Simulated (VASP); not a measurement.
# ZnS (F-43m) in VASP: further runs

ZnS is run at these levels: revPBE, PBEsol; tasks: single point.

Program: VASP 6.6.1. These are calculated values, not measurements. Logs are shortened: lines on timing, memory, paths and dates and some standing lists are left out, and cuts for length are marked.

## (1) The cell of the first run

The structure is cubic, space group F-43m (No. 216). The conventional cell has a = 5.404 Å, b = 5.404 Å, c = 5.404 Å, α = 90.00°, β = 90.00°, γ = 90.00°. Within 3.1 Å of Zn (site symmetry -43m) lie 4 S at 2.34 Å. Within 3.1 Å of S (site symmetry -43m) lie 4 Zn at 2.34 Å.

## (2) Single point, revPBE

INCAR reads:

```
PREC = Accurate
ENCUT = 500
EDIFF = 1E-6
ISMEAR = 0
SIGMA = 0.01
LREAL = False
LASPH = True
NELM = 120
ALGO = Normal
ISIF = 2
LWAVE = False
LCHARG = True
GGA = RE
LELF = True
LVHAR = True
NBANDS = 16
GGA_COMPAT = False
```

KPOINTS reads:

```
regular mesh
0
Gamma
  4 4 4
```

POSCAR reads:

```
ZnS
1.0
    0.0000000000      2.7020000000      2.7020000000
    2.7020000000      0.0000000000      2.7020000000
    2.7020000000      2.7020000000      0.0000000000
Zn S
1 1
Direct
    0.2500000000      0.2500000000      0.2500000000
    0.0000000000      0.0000000000      0.0000000000
```

Potentials or basis: VASP PAW PBE potentials, release 64 (Zn, S).

Launch:

```
cat potpaw_PBE.64/Zn/POTCAR potpaw_PBE.64/S/POTCAR > POTCAR
mpirun -np 1 vasp_std > vasp.out
```

OUTCAR:

```text
PREC = Accurate
   ENCUT = 500
   EDIFF = 1E-6
   ISMEAR = 0
   LREAL = False
   LASPH = True
   NELM = 120
   ISIF = 2
   GGA = RE

 ion  position               nearest neighbor table
   1  0.250  0.250  0.250-   2 2.34   2 2.34   2 2.34   2 2.34
   2  0.000  0.000  0.000-   1 2.34   1 2.34   1 2.34   1 2.34

  LATTYP: Found a face centered cubic cell.
 ALAT       =     5.4040000000

  Lattice vectors:

 A1 = (   0.0000000000,   2.7020000000,   2.7020000000)
 A2 = (   2.7020000000,   0.0000000000,   2.7020000000)
 A3 = (   2.7020000000,   2.7020000000,   0.0000000000)

Analysis of symmetry for initial positions (statically):
=====================================================================
 Subroutine PRICEL returns:
 Original cell was already a primitive cell.

 Routine SETGRP: Setting up the symmetry group for a
 face centered cubic supercell.

 Subroutine GETGRP returns: Found 24 space group operations
 (whereof 24 operations were pure point group operations)
 out of a pool of 48 trial point group operations.

The static configuration has the point symmetry T_d .

Analysis of symmetry for dynamics (positions and initial velocities):
=====================================================================
 Subroutine PRICEL returns:
 Original cell was already a primitive cell.

 Routine SETGRP: Setting up the symmetry group for a
 face centered cubic supercell.

 Subroutine GETGRP returns: Found 24 space group operations
 (whereof 24 operations were pure point group operations)
 out of a pool of 48 trial point group operations.

The dynamic configuration has the point symmetry T_d .

 Subroutine INISYM returns: Found 24 space group operations
 (whereof 24 operations are pure point group operations),
 and found     1 'primitive' translations

----------------------------------------------------------------------------------------

                                     Primitive cell

  volume of cell :      39.4535

  direct lattice vectors                    reciprocal lattice vectors
     0.000000000  2.702000000  2.702000000    -0.185048113  0.185048113  0.185048113
     2.702000000  0.000000000  2.702000000     0.185048113 -0.185048113  0.185048113
     2.702000000  2.702000000  0.000000000     0.185048113  0.185048113 -0.185048113

  length of vectors
     3.821205046  3.821205046  3.821205046     0.320512733  0.320512733  0.320512733

  position of ions in fractional coordinates (direct lattice)
     0.250000000  0.250000000  0.250000000
     0.000000000  0.000000000  0.000000000

  ion indices of the primitive-cell ions
   primitive index   ion index
                 1           1
                 2           2

----------------------------------------------------------------------------------------

 KPOINTS: regular mesh

Automatic generation of k-mesh.
 Grid dimensions read from file:
 generate k-points for:    4    4    4

 Generating k-lattice:

  Cartesian coordinates                     Fractional coordinates (reciprocal lattice)
    -0.046262028  0.046262028  0.046262028     0.250000000  0.000000000  0.000000000
     0.046262028 -0.046262028  0.046262028     0.000000000  0.250000000  0.000000000
     0.046262028  0.046262028 -0.046262028     0.000000000  0.000000000  0.250000000

  Length of vectors
     0.080128183  0.080128183  0.080128183

  Shift w.r.t. Gamma in fractional coordinates (k-lattice)
     0.000000000  0.000000000  0.000000000

 Subroutine IBZKPT returns following result:
 ===========================================

 Found      8 irreducible k-points:

 Following reciprocal coordinates:
            Coordinates               Weight
  0.000000  0.000000  0.000000      1.000000
  0.250000  0.000000  0.000000      8.000000
  0.500000  0.000000  0.000000      4.000000
  0.250000  0.250000  0.000000      6.000000
  0.500000  0.250000  0.000000     24.000000
 -0.250000  0.250000  0.000000     12.000000
  0.500000  0.500000  0.000000      3.000000
 -0.250000  0.500000  0.250000      6.000000
   k-points           NKPTS =      8   k-points in BZ     NKDIM =      8   number of bands    NBANDS=     16
   number of dos      NEDOS =    301   number of ions     NIONS =      2
   total plane-waves  NPLWV =  21952
   dimension x,y,z NGX =    28 NGY =   28 NGZ =   28
   dimension x,y,z NGXF=    56 NGYF=   56 NGZF=   56
   ions per type =               1   1
   NGX,Y,Z   is equivalent  to a cutoff of  12.18, 12.18, 12.18 a.u.
   NGXF,Y,Z  is equivalent  to a cutoff of  24.36, 24.36, 24.36 a.u.
 SYSTEM =  unknown system
   PREC   = accura    normal or accurate (medium, high low for compatibility)
   ISTART =      0    job   : 0-new  1-cont  2-samecut
   ICHARG =      2    charge: 1-file 2-atom 10-const
   ISPIN  =      1    spin polarized calculation?
   LNONCOLLINEAR =      F non collinear calculations
   LSORBIT =      F    spin-orbit coupling
   LASPH  =      T    aspherical Exc in radial PAW
   ENCUT  =  500.0 eV  36.75 Ry    6.06 a.u.   6.97  6.97  6.97*2*pi/ulx,y,z
   NELM   =    120;   NELMIN=  2; NELMDL= -5     # of ELM steps
   EDIFF  = 0.1E-05   stopping-criterion for ELM
   LREAL  =      F    real-space projection
   EDIFFG = 0.1E-04   stopping-criterion for IOM
   NSW    =      0    number of steps for IOM
   IBRION =     -1    ionic relax: 0-MD 1-quasi-New 2-CG
   NFREE  =      0    steps in history (QN), initial steepest desc. (CG)
   ISIF   =      2    stress and relaxation
   ISYM   =      2    0-nonsym 1-usesym 2-fastsym
   POTIM  = 0.5000    time-step for ionic-motion
   TEBEG  =    0.0;   TEEND  =   0.0 temperature during run
   PSTRESS=    0.0 pullay stress
   NELECT =      18.0000    total number of electrons
   NUPDOWN=      -1.0000    fix difference up-down
   EMIN   =  10.00;   EMAX   =-10.00  energy-range for DOS
   EFERMI =   0.00;   METHOD = LEGACY
   ISMEAR =     0;   SIGMA  =   0.01  broadening in eV -4-tet -1-fermi 0-gaus
   EFERMI_NEDOS =   21; number of points for ismear=-14 and -15
   IALGO  =     38    algorithm
   IMIX   =      4    mixing-type and parameters
     AMIX     =   0.40;   BMIX     =  1.00
     AMIX_MAG =   1.60;   BMIX_MAG =  1.00
  volume/ion in A,a.u.               =      19.73       133.12
  Fermi-wavevector in a.u.,A,eV,Ry     =   1.260290  2.381602 21.610537  1.588330
  Thomas-Fermi vector in A             =   2.393807
   LORBIT       =      0    0 simple, 1 ext, 2 COOP (PROOUT), +10 PAW based schemes
   GGA     = RE    functional components
   LHFCALC =     F    Hartree Fock is set to
   AEXX    =    0.0000 exact exchange contribution
   IVDW    =     0    specifies the selected vdW correction
   LEPSILON=     F    determine dielectric tensor
   LRPA    =     F    only Hartree local field effects (RPA)
 non-spin polarized calculation
 Gauss-broadening in eV      SIGMA  =   0.01
  energy-cutoff  :      500.00
  volume of cell :       39.45
 maximum number of plane-waves:      1008
   NGX = 13   NGY = 13   NGZ = 13

 number of electron      18.0000000 magnetization

 Free energy of the ion-electron system (eV)
  ---------------------------------------------------
  ext. energy  EPLUGINS =         0.00000000
  ---------------------------------------------------
  free energy    TOTEN  =        -6.21852161 eV

  energy without entropy =       -6.21852161  energy(sigma->0) =       -6.21852161

 E-fermi :   2.2631     XC(G=0):  -9.4555

 val. band max:        2.2144034151   @ k =   0.0000   0.0000   0.0000
 cond. band min:       4.4442109256   @ k =   0.0000   0.0000   0.0000
 fundamental gap:      2.2298075105
 Fermi energy:         2.2631404637

 k-point     1 :       0.0000    0.0000    0.0000
  band No.  band energies     occupation
      1     -10.9124      2.00000
      2      -4.1117      2.00000
      3      -4.1117      2.00000
      4      -4.1117      2.00000
      5      -3.6125      2.00000
      6      -3.6125      2.00000
      7       2.2144      2.00000
      8       2.2144      2.00000
      9       2.2144      2.00000
     10       4.4442      0.00000
     11       8.6340      0.00000
     12       8.6340      0.00000
     13       8.6340      0.00000
     14      13.9460      0.00000
     15      13.9460      0.00000
     16      14.2760      0.00000

 k-point     2 :       0.2500    0.0000    0.0000
  band No.  band energies     occupation
      1     -10.4929      2.00000
      2      -4.0598      2.00000
      3      -4.0445      2.00000
      4      -4.0445      2.00000
      5      -3.6107      2.00000
      6      -3.6107      2.00000
      7      -0.5953      2.00000
      8       1.7470      2.00000
      9       1.7470      2.00000
     10       5.7732      0.00000
     11       9.2436      0.00000
     12       9.2585      0.00000
     13       9.2585      0.00000
     14      13.1947      0.00000
     15      13.1947      0.00000
     16      14.5878      0.00000

 k-point     3 :       0.5000    0.0000    0.0000
  band No.  band energies     occupation
      1      -9.9908      2.00000
      2      -3.9964      2.00000
      3      -3.9964      2.00000
      4      -3.5819      2.00000
      5      -3.5819      2.00000
      6      -3.4068      2.00000
      7      -3.0484      2.00000
      8       1.3499      2.00000
      9       1.3499      2.00000
     10       5.6040      0.00000
     11       9.1685      0.00000
     12       9.1685      0.00000
     13      11.2308      0.00000
     14      14.5503      0.00000
     15      15.5992      0.00000
     16      15.5992      0.00000

 k-point     4 :       0.2500    0.2500    0.0000
  band No.  band energies     occupation
      1     -10.3524      2.00000
      2      -4.1566      2.00000
      3      -3.9649      2.00000
      4      -3.9649      2.00000
      5      -3.6512      2.00000
      6      -3.5748      2.00000
      7      -0.3310      2.00000
      8       0.9831      2.00000
      9       0.9831      2.00000
     10       6.8033      0.00000
     11       6.8327      0.00000
     12      10.7916      0.00000
     13      10.7916      0.00000
     14      11.1338      0.00000
     15      14.7094      0.00000
     16      18.1566      0.00000

 k-point     5 :       0.5000    0.2500    0.0000
  band No.  band energies     occupation
      1      -9.8473      2.00000
      2      -4.0260      2.00000
      3      -3.8849      2.00000
      4      -3.7694      2.00000
      5      -3.5686      2.00000
      6      -3.4458      2.00000
      7      -2.2387      2.00000
      8      -0.1647      2.00000
      9       0.6248      2.00000
     10       6.6167      0.00000
     11       8.2569      0.00000
     12      10.4499      0.00000
     13      11.0901      0.00000
     14      14.0214      0.00000
     15      15.7169      0.00000
     16      17.0842      0.00000

 k-point     6 :      -0.2500    0.2500    0.0000
  band No.  band energies     occupation
      1     -10.0168      2.00000
      2      -3.9872      2.00000
      3      -3.9546      2.00000
      4      -3.8260      2.00000
      5      -3.6269      2.00000
      6      -3.5507      2.00000
      7      -1.7164      2.00000
      8      -0.2771      2.00000
      9       1.3132      2.00000
     10       7.1081      0.00000
     11       8.9731      0.00000
     12       9.6077      0.00000
     13      10.1406      0.00000
     14      12.6336      0.00000
     15      15.5535      0.00000
     16      16.8643      0.00000

 k-point     7 :       0.5000    0.5000    0.0000
  band No.  band energies     occupation
      1      -9.6801      2.00000
      2      -4.1333      2.00000
      3      -3.7681      2.00000
      4      -3.7681      2.00000
      5      -3.5369      2.00000
      6      -3.3926      2.00000
      7      -2.3234      2.00000
      8       0.0014      2.00000
      9       0.0014      2.00000
     10       5.7147      0.00000
     11       6.3502      0.00000
     12      13.3325      0.00000
     13      14.2401      0.00000
     14      14.2401      0.00000
     15      15.8781      0.00000
     16      16.7654      0.00000

 k-point     8 :      -0.2500    0.5000    0.2500
  band No.  band energies     occupation
      1      -9.6744      2.00000
      2      -3.9771      2.00000
      3      -3.8283      2.00000
      4      -3.6708      2.00000
      5      -3.6490      2.00000
      6      -3.2117      2.00000
      7      -2.3533      2.00000
      8      -0.5145      2.00000
      9      -0.4816      2.00000
     10       7.9990      0.00000
     11       8.2842      0.00000
     12      10.1491      0.00000
     13      10.5479      0.00000
     14      14.7423      0.00000
     15      16.1175      0.00000
     16      17.1851      0.00000

------------------------ aborting loop because EDIFF is reached ----------------------------------------

  FORCE on cell =-STRESS in cart. coord.  units (eV):
  Direction    XX          YY          ZZ          XY          YZ          ZX
  --------------------------------------------------------------------------------------
  -------------------------------------------------------------------------------------
  Total        0.9651289      0.9651289      0.9651289     -0.0000000      0.0000000     -0.0000000
  in kB       39.1931244     39.1931244     39.1931244     -0.0000000      0.0000000     -0.0000000
  external PRESSURE =      39.1931244 kB  Pullay stress =       0.0000000 kB

 VOLUME and BASIS-vectors are now :
 -----------------------------------------------------------------------------
  energy-cutoff  :      500.00
  volume of cell :       39.45
      direct lattice vectors                 reciprocal lattice vectors
     0.000000000  2.702000000  2.702000000    -0.185048113  0.185048113  0.185048113
     2.702000000  0.000000000  2.702000000     0.185048113 -0.185048113  0.185048113
     2.702000000  2.702000000  0.000000000     0.185048113  0.185048113 -0.185048113

 POSITION                                       TOTAL-FORCE (eV/Angst)
 -----------------------------------------------------------------------------------
      1.35100      1.35100      1.35100        -0.000000     -0.000000     -0.000000
      0.00000      0.00000      0.00000         0.000000      0.000000      0.000000
 -----------------------------------------------------------------------------------
    total drift:                               -0.000000     -0.000000     -0.000000

  FREE ENERGIE OF THE ION-ELECTRON SYSTEM (eV)
  ---------------------------------------------------
  free  energy   TOTEN  =        -6.2185216132 eV

  energy  without entropy=       -6.2185216132  energy(sigma->0) =       -6.21852161
```

It used 4.9 s of CPU time on 1 thread of AMD EPYC 9R45 (Zen 5) (shared host).

Results:

```
Free energy            : -6.2185 eV
Pressure               : 3.9 GPa
Band gap on the k mesh : 2.23 eV, direct
```

Levels at points of the mesh, in eV from the valence-band top:
| k point | band 6 | band 7 | band 8 | band 9 | band 10 | band 11 | band 12 | band 13 |
| --- | --- | --- | --- | --- | --- | --- | --- | --- |
| (0.00, 0.00, 0.00) | -5.83 | 0.00 | 0.00 | 0.00 | 2.23 | 6.42 | 6.42 | 6.42 |
| (0.50, 0.00, 0.00) | -5.62 | -5.26 | -0.86 | -0.86 | 3.39 | 6.95 | 6.95 | 9.02 |
| (0.50, 0.50, 0.00) | -5.61 | -4.54 | -2.21 | -2.21 | 3.50 | 4.14 | 11.12 | 12.03 |

Caveat: the k points lie up to 0.50 Å⁻¹ apart; the PAW data sets were made with another functional, which shifts forces and pressure a little.

## (3) Single point, PBEsol

INCAR reads:

```
SYSTEM = ZnS
PREC = Accurate
ENCUT = 500
EDIFF = 1E-6
ISMEAR = 0
SIGMA = 0.01
LREAL = .FALSE.
LASPH = .TRUE.
NELM = 120
ALGO = Normal
ISIF = 2
LWAVE = .FALSE.
LCHARG = .FALSE.
GGA = PS
NBANDS = 16
GGA_COMPAT = .FALSE.
```

KPOINTS reads:

```
regular mesh
0
G
  4 4 4
  0 0 0
```

POSCAR is that of step 2.

Potentials or basis: VASP PAW PBE potentials, release 64 (Zn, S).

Launch:

```
cat potpaw_PBE.64/Zn/POTCAR potpaw_PBE.64/S/POTCAR > POTCAR
mpirun -np 1 vasp_std > vasp.out
```

Run time: 6.7 s. Hardware: 1 thread of AMD EPYC 9R45 (Zen 5), shared host; peak memory 0.11 GiB.

The run converged. Its results:

```
Free energy            : -7.5328 eV
Pressure               : -1.5 GPa
Band gap on the k mesh : 1.97 eV, direct
```

Levels at points of the mesh, in eV from the valence-band top:
```
           k point  band 7  band 8  band 9  band 10  band 11  band 12
(0.00, 0.00, 0.00)    0.00    0.00    0.00     1.97     6.29     6.29
(0.50, 0.00, 0.00)   -5.37   -0.88   -0.88     3.18     6.81     6.81
(0.50, 0.50, 0.00)   -4.62   -2.26   -2.26     3.22     3.95    10.83
```

Caveat: the k points lie up to 0.50 Å⁻¹ apart; the PAW data sets were made with another functional, which shifts forces and pressure a little.
